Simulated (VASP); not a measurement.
Ta2NbO2:

```
CELL_PARAMETERS angstrom
4.40215 0.00000 0.00000
-2.20107 3.81237 0.00000
0.00000 0.00000 4.74148
ATOMIC_POSITIONS crystal
Ta 0.00000 0.00000 0.50000
Ta 0.00000 0.00000 0.00000
Nb 0.33333 0.66667 0.00000
O 0.33333 0.66667 0.36579
O 0.33333 0.66667 0.63421
```

Base run:

| Property | Result |
| --- | --- |
| Program | VASP 6.6.1 |
| Functional | PBE |
| Potentials or basis | VASP PAW PBE potentials, release 64 (Ta_pv, Nb_sv, O) |
| Cutoff | 520 eV |
| k mesh | 6 × 6 × 4 |
| Occupations | gaussian, width 0.1 eV |
| Spin | no spin polarisation |

Its results: pressure 43.9 GPa; largest force 2.022 eV/Å.

**Question.** The run is repeated on the same cell with these changes: potentials or basis from VASP PAW PBE potentials, release 64 (Ta_pv, Nb_sv, O) to VASP PAW PBE potentials, release 64 (Ta_sv_GW, Nb_sv, O); cutoff from 520 eV to 600 eV; further incar settings from ALGO = Normal; EDIFF = 1e-07; NBANDS = 32 to ALGO = Normal; EDIFF = 1e-06; NBANDS = 34; valence electrons from 47 to 51. What comes out?

**Answer.** Pressure 43.3 GPa; largest force 2.029 eV/Å.

Caveats: an odd number of electrons without spin polarisation forces a metal; a magnetic or distorted state may lie lower.
